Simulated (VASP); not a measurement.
**GaAs: single point with PBE**

The system is GaAs.

```
CELL_PARAMETERS angstrom
0.00000 2.72906 2.80087
2.72906 0.00000 2.80087
2.72906 2.72906 0.00000
ATOMIC_POSITIONS crystal
Ga 0.00000 0.00000 0.00000
As 0.75000 0.75000 0.75000
```

This cell differs from its parent crystal: strain -0.050 along x and y, -0.025 along z.

```yaml
Program: VASP 6.6.1
Task: single point
Functional: PBE
Potentials_or_basis: VASP PAW PBE potentials, release 64 (Ga_d, As)
Cutoff: 500 eV
k_mesh: 10 × 10 × 10
Occupations: gaussian, width 0.03 eV
Spin: no spin polarisation
Dipole_correction: no
Further_INCAR_settings: ALGO = Normal; EDIFF = 1e-06; NBANDS = 16
```

```json
{"Pressure": "10.7 GPa", "Band gap on the k mesh": "1.08 eV, direct"}
```

Stress tensor (GPa, compression positive):
```
11.25  0.00  0.00
 0.00 11.25  0.00
 0.00  0.00  9.64
```

Levels at points of the mesh, in eV from the valence-band top:
```tsv
k point	band 6	band 7	band 8	band 9	band 10	band 11	band 12	band 13
(0.00, 0.00, 0.00)	-13.38	-0.17	0.00	0.00	1.08	3.67	3.67	3.74
(0.50, 0.00, 0.00)	-11.36	-7.16	-1.44	-1.21	1.16	4.51	4.70	7.76
(0.50, 0.50, 0.00)	-10.59	-7.38	-2.90	-2.90	1.37	1.71	10.75	10.75
(0.50, 0.00, 0.50)	-10.47	-7.21	-3.10	-3.08	1.19	1.46	10.63	10.79
```

It took 58 s on 1 thread of Intel Xeon 6975P-C, on a shared host, peak memory 0.21 GiB.

Caveat: the cell differs from its parent crystal (strain -0.050 along x and y, -0.025 along z). A k mesh can miss the band edges.
